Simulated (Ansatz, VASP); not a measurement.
**AgCl in VASP and in Ansatz**

File INCAR:

```
SYSTEM = AgCl
ALGO = Normal
EDIFF = 1E-8
ENCUT = 520
GGA = PE
ISIF = 2
ISMEAR = -1
LASPH = .True.
LCHARG = .False.
LEFG = .True.
LREAL = .False.
LWAVE = .False.
NBANDS = 26
NELM = 80
PREC = Accurate
SIGMA = 0.03
```

KPOINTS

```
k-points
0
Gamma
  9 9 8
  0 0 0
```

POSCAR

```
AgCl
1.0
    1.8646524332     -5.5380111664      0.0000000000
    1.8646524332      5.5380111664      0.0000000000
    0.0000000000      0.0000000000      3.9109133812
Ag Cl
2 2
Direct
    0.3965554000      0.6034446000      0.7500000000
    0.6034446000      0.3965554000      0.2500000000
    0.8654487300      0.1345512700      0.2500000000
    0.1345512700      0.8654487300      0.7500000000
```

Input for Ansatz:

```yaml
crystal:
  lattice:
    - [1.8646524332, -5.5380111664, 0.0]
    - [1.8646524332, 5.5380111664, 0.0]
    - [0.0, 0.0, 3.9109133812]
  atoms:
    - { symbol: Ag, position: [0.3965554, 0.6034446, 0.75] }
    - { symbol: Ag, position: [0.6034446, 0.3965554, 0.25] }
    - { symbol: Cl, position: [0.86544873, 0.13455127, 0.25] }
    - { symbol: Cl, position: [0.13455127, 0.86544873, 0.75] }
kpoints:
  mp_grid: { grid: [9, 9, 8] }
scf:
  occupations: { method: fermi_dirac, width: 0.03 }
hamiltonian:
  xc: pbe
  pseudopotentials: { kind: all_electron, datasets: crystal }
output:
  forces: true
  stress: true
  eigenvalues: true
  efg: { contact_densities: true }
```

Change from the starting cell: volume scaled by 0.99, crystal datasets.

Alike in both runs: task electric field gradients; functional PBE; k mesh 9 × 9 × 8; occupations fermi-dirac, width 0.03 eV; no spin polarisation.

|  | VASP | Ansatz |
| --- | --- | --- |
| version | VASP 6.6.1 | Ansatz 0.2.0 |
| potentials or method | VASP PAW PBE potentials, release 64 (Ag, Cl), cutoff 520 eV | all-electron PAW with datasets made for the crystal, scalar-relativistic |

VASP gave:

| Property | Result |
| --- | --- |
| pressure (GPa) | 2.1 |
| traceless stress, the component that is largest in VASP (GPa) | -0.01 |
| rms of the force components (eV/Å) | 0.006 |
| size of Vzz on the site where it differs most (V/Å²) | 52.0 |

Task: Estimate Ansatz's values.

Result: Pressure (GPa): 2.3; traceless stress, the component that is largest in VASP (GPa): -0.06; rms of the force components (eV/Å): 0.007; size of Vzz on the site where it differs most (V/Å²): 49.6.

Atom by atom the forces differ by 0.002 eV/Å (rms over components). Ansatz ran all-electron here, and VASP with PAW potentials.
